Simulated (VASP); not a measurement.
# MgS (F-43m) in VASP: further runs, part 2 of 3

VASP 6.6.1. Earlier steps stand in the parts before.

## 4. Single point, r2SCANh, collinear spin, zero start

File POSCAR:

```
MgS
1.0
    0.0000000000      2.8331200468      2.8331200468
    2.8331200468      0.0000000000      2.8331200468
    2.8331200468      2.8331200468      0.0000000000
S Mg
1 1
Direct
    0.2500000000      0.2500000000      0.2500000000
    0.0000000000      0.0000000000      0.0000000000
```

File INCAR.step1:

```
SYSTEM = MgS
PREC = Accurate
ENCUT = 520
EDIFF = 1E-5
ISMEAR = 0
SIGMA = 0.01
LREAL = .FALSE.
LASPH = .TRUE.
NELM = 150
ALGO = Normal
ISIF = 2
LWAVE = .TRUE.
LCHARG = .FALSE.
ISPIN = 2
MAGMOM = 0 0
LORBIT = 11
NBANDS = 15
GGA = PE
```

File INCAR.step2:

```
SYSTEM = MgS
PREC = Accurate
ENCUT = 520
EDIFF = 1E-7
ISMEAR = 0
SIGMA = 0.01
LREAL = .FALSE.
LASPH = .TRUE.
NELM = 150
ALGO = Normal
ISIF = 2
LWAVE = .FALSE.
LCHARG = .FALSE.
ISPIN = 2
MAGMOM = 0 0
LORBIT = 11
METAGGA = R2SCAN
LHFCALC = .TRUE.
AEXX = 0.1
LMIXTAU = .TRUE.
PRECFOCK = Normal
NBANDS = 15
ISTART = 1
```

File KPOINTS:

```
regular mesh
0
G
  4 4 4
  0 0 0
```

Potentials or basis: VASP PAW PBE potentials, release 64 (S, Mg).

On the command line:

```sh
cat potpaw_PBE.64/S/POTCAR potpaw_PBE.64/Mg/POTCAR > POTCAR
cp INCAR.step1 INCAR
mpirun -np 1 vasp_std > vasp.out
cp INCAR.step2 INCAR
mpirun -np 1 vasp_std > vasp.out
```

OUTCAR:

```text
SYSTEM = MgS
   PREC = Accurate
   ENCUT = 520
   EDIFF = 1E-7
   ISMEAR = 0
   LREAL = .FALSE.
   LASPH = .TRUE.
   NELM = 150
   ISIF = 2
   ISPIN = 2
   LORBIT = 11
   METAGGA = R2SCAN
   LHFCALC = .TRUE.
   AEXX = 0.1
   PRECFOCK = Normal
   ISTART = 1

 ion  position               nearest neighbor table
   1  0.250  0.250  0.250-   2 2.45   2 2.45   2 2.45   2 2.45
   2  0.000  0.000  0.000-   1 2.45   1 2.45   1 2.45   1 2.45

  LATTYP: Found a face centered cubic cell.
 ALAT       =     5.6662400936

  Lattice vectors:

 A1 = (   0.0000000000,   2.8331200468,   2.8331200468)
 A2 = (   2.8331200468,   0.0000000000,   2.8331200468)
 A3 = (   2.8331200468,   2.8331200468,   0.0000000000)

Analysis of symmetry for initial positions (statically):
=====================================================================
 Subroutine PRICEL returns:
 Original cell was already a primitive cell.

 Routine SETGRP: Setting up the symmetry group for a
 face centered cubic supercell.

 Subroutine GETGRP returns: Found 24 space group operations
 (whereof 24 operations were pure point group operations)
 out of a pool of 48 trial point group operations.

The static configuration has the point symmetry T_d .

Analysis of symmetry for dynamics (positions and initial velocities):
=====================================================================
 Subroutine PRICEL returns:
 Original cell was already a primitive cell.

 Routine SETGRP: Setting up the symmetry group for a
 face centered cubic supercell.

 Subroutine GETGRP returns: Found 24 space group operations
 (whereof 24 operations were pure point group operations)
 out of a pool of 48 trial point group operations.

The dynamic configuration has the point symmetry T_d .

Analysis of structural, dynamic, and magnetic symmetry:
=====================================================================
 Subroutine PRICEL returns:
 Original cell was already a primitive cell.

 Routine SETGRP: Setting up the symmetry group for a
[... 292 lines left out ...]
      8      10.2700      0.00000
      9      14.7276      0.00000
     10      15.8162      0.00000
     11      15.8258      0.00000
     12      17.1187      0.00000
     13      19.7313      0.00000
     14      20.6178      0.00000
     15      22.3267      0.00000
 Fermi energy:         0.4586708212

 spin component 2

 k-point     1 :       0.0000    0.0000    0.0000
  band No.  band energies     occupation
      1     -11.7725      1.00000
      2       0.3606      1.00000
      3       0.3606      1.00000
      4       0.3606      1.00000
      5       5.0701      0.00000
      6       9.6465      0.00000
      7       9.6465      0.00000
      8       9.6465      0.00000
      9      12.5718      0.00000
     10      12.5718      0.00000
     11      15.7056      0.00000
     12      15.8404      0.00000
     13      15.8404      0.00000
     14      15.8404      0.00000
[... 113 lines left out ...]
      2      -1.9944      1.00000
      3      -1.5675      1.00000
      4      -1.0125      1.00000
      5       6.9800      0.00000
      6       9.7669      0.00000
      7       9.8336      0.00000
      8      10.2700      0.00000
      9      14.7276      0.00000
     10      15.8162      0.00000
     11      15.8258      0.00000
     12      17.1187      0.00000
     13      19.7313      0.00000
     14      20.6178      0.00000
     15      22.3267      0.00000

------------------------ aborting loop because EDIFF is reached ----------------------------------------

  FORCE on cell =-STRESS in cart. coord.  units (eV):
  Direction    XX          YY          ZZ          XY          YZ          ZX
  --------------------------------------------------------------------------------------
  -------------------------------------------------------------------------------------
  Total       -0.1645216     -0.1645216     -0.1645216      0.0000000      0.0000000      0.0000000
  in kB       -5.7957370     -5.7957370     -5.7957370      0.0000000      0.0000000      0.0000000
  external PRESSURE =      -5.7957370 kB  Pullay stress =       0.0000000 kB

 VOLUME and BASIS-vectors are now :
 -----------------------------------------------------------------------------
  energy-cutoff  :      520.00
  volume of cell :       45.48
      direct lattice vectors                 reciprocal lattice vectors
     0.000000000  2.833120047  2.833120047    -0.176483874  0.176483874  0.176483874
     2.833120047  0.000000000  2.833120047     0.176483874 -0.176483874  0.176483874
     2.833120047  2.833120047  0.000000000     0.176483874  0.176483874 -0.176483874

 POSITION                                       TOTAL-FORCE (eV/Angst)
 -----------------------------------------------------------------------------------
      1.41656      1.41656      1.41656        -0.000000     -0.000000     -0.000000
      0.00000      0.00000      0.00000         0.000000      0.000000      0.000000
 -----------------------------------------------------------------------------------
    total drift:                               -0.000002     -0.000002     -0.000002

  FREE ENERGIE OF THE ION-ELECTRON SYSTEM (eV)
  ---------------------------------------------------
  free  energy   TOTEN  =       -15.5053006729 eV

  energy  without entropy=      -15.5053006729  energy(sigma->0) =      -15.50530067

 total charge

# of ion       s       p       d       tot
------------------------------------------
    1        1.296   2.539   0.000   3.835
    2        0.152   0.143   0.037   0.331
--------------------------------------------------
tot          1.448   2.681   0.037   4.166

 magnetization (x)

# of ion       s       p       d       tot
------------------------------------------
    1       -0.000   0.000   0.000   0.000
    2       -0.000  -0.000   0.000  -0.000
--------------------------------------------------
tot         -0.000   0.000   0.000  -0.000
```

Wall time 9.4 min (1 thread of Intel Xeon Platinum 8375C at 2.90GHz (Ice Lake), shared host); peak memory 0.2 GiB.

Results:

- Free energy: -15.5053 eV
- Pressure: -0.6 GPa
- Band gap on the k mesh: 4.71 eV, direct
- Net moment: 0.00 μB per cell
- Valence electrons inside the program's atomic spheres: S 3.83; Mg 0.33

Caveat: the k points lie up to 0.48 Å⁻¹ apart; the PAW data sets were made with another functional, which shifts forces and pressure a little.

[end of part 2 of 3]
